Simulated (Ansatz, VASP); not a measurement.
# TiB2 in VASP and in Ansatz

INCAR

```
ALGO = Normal
EDIFF = 1E-6
EDIFFG = -0.01
ENCUT = 600
GGA = PS
IBRION = 2
ISIF = 3
ISMEAR = -1
IVDW = 13
LASPH = True
LCHARG = False
LREAL = False
LWAVE = False
NELM = 100
NSW = 60
PREC = Accurate
SIGMA = 0.05
```

KPOINTS

```
k-points
0
Gamma
  10 10 8
```

POSCAR

```
TiB2
1.0
    3.0292000000      0.0000000000      0.0000000000
   -1.5146000000      2.6233641531      0.0000000000
    0.0000000000      0.0000000000      3.2284000000
Ti B
1 2
Direct
    0.0000000000      0.0000000000      0.0000000000
    0.6666666667      0.3333333333      0.5000000000
    0.3333333333      0.6666666667      0.5000000000
```

Contents of input.yaml:

```yaml
crystal:
  lattice:
    - [3.0292, 0.0, 0.0]
    - [-1.5146, 2.6233641531, 0.0]
    - [0.0, 0.0, 3.2284]
  atoms:
    - { symbol: Ti, position: [0.0, 0.0, 0.0] }
    - { symbol: B, position: [0.6666666667, 0.3333333333, 0.5] }
    - { symbol: B, position: [0.3333333333, 0.6666666667, 0.5] }
hamiltonian:
  xc: pbesol
  pseudopotentials: { kind: paw }
  dispersion: d4
kpoints:
  mp_grid: { grid: [10, 10, 8] }
scf:
  occupations: { method: fermi_dirac, width: 0.05 }
output:
  forces: true
  stress: true
  eigenvalues: true
relax:
  f_tol: 0.01
  max_steps: 40
  cell: { stress_tol: 0.05 }
```

Alike in both runs: task relaxation of cell and atoms; functional PBEsol; dispersion D4; k mesh 10 × 10 × 8; occupations fermi-dirac, width 0.05 eV; no spin polarisation.

|  | VASP | Ansatz |
| --- | --- | --- |
| version | VASP 6.6.1 | Ansatz 0.2.0 |
| potentials or method | VASP PAW PBE potentials, release 64 (Ti_sv, B) | Ansatz PAW |
| plane-wave cutoff (eV) | 600 | 420 |
| valence electrons in the cell | 18 | 18 |

Ansatz gave:

| Quantity | Value |
| --- | --- |
| gap on the k mesh at the Fermi level, each at its own relaxed structure (eV) | none |
| relaxed volume (Å³/atom) | 8.23 |
| relaxed length of the cell vector where the two differ most in proportion (Å) | 3.004 |

Q: Which values does VASP return?

A: gap on the k mesh at the Fermi level, each at its own relaxed structure (eV): none; relaxed volume (Å³/atom): 8.24; relaxed length of the cell vector where the two differ most in proportion (Å): 3.005.

VASP's potentials were made for PBE, not for PBEsol. A gap of «none» marks a metal or a gap that the smearing closes.

Noted on Ansatz's run: the plane-wave basis is chosen anew once the cell has moved, so the energies of steps on either side of that aren't comparable.
